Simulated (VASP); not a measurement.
Runs of VASP 6.6.1 on Zn2Cl3. The structure is that of space group P-3m1 (No. 164), or close to it. The cells are those of the table. 

| task | cell | k mesh | cutoff (eV) | gap on the mesh (eV) | pressure (GPa) | largest force (eV/Å) |
| --- | --- | --- | --- | --- | --- | --- |
| single point | a = 4.251, b = 4.251, c = 6.614 Å, angles 90.0, 90.0, 120.0°, 5 atoms | 6 × 6 × 4 | 520 | none | (a) | 0.44 |
| single point | a = 5.136, b = 5.136, c = 4.814 Å, angles 90.0, 90.0, 120.0°, 5 atoms | 12 × 12 × 8 | 520 | none | 0.1 | - |
| single point | a = 3.787, b = 3.787, c = 9.429 Å, angles 90.0, 90.0, 120.0°, 5 atoms | 6 × 6 × 4 | 520 | none | 0.1 | 0.03 |
| relaxation of cell and atoms | relaxed from a = 4.598, b = 4.598, c = 5.551 Å, angles 90.0, 90.0, 120.0°, 5 atoms | 6 × 6 × 4 | 600 | none | 0.0 | 0.02 |
| single point | a = 5.207, b = 5.207, c = 4.764 Å, angles 90.0, 90.0, 120.0°, 5 atoms | 6 × 6 × 4 | 520 | none | (b) | - |
| single point | a = 4.598, b = 4.598, c = 5.551 Å, angles 90.0, 90.0, 120.0°, 5 atoms | 6 × 6 × 4 | 520 | none | 0.8 | 1.07 |

Alike in all rows: level PBE; potentials or basis VASP PAW PBE potentials, release 64 (Zn, Cl); no spin polarisation; smearing gaussian 0.1 eV.

Task: Fill in the values left out.

Result: (a) 1.6; (b) 0.3.

Caveats: an odd number of electrons without spin polarisation forces a metal; a magnetic or distorted state may lie lower; this functional lacks dispersion, which binds the layers, so the pressure and a relaxed spacing across them are unreliable (some runs).

A gap of «none» marks levels without a gap at the run's occupations.
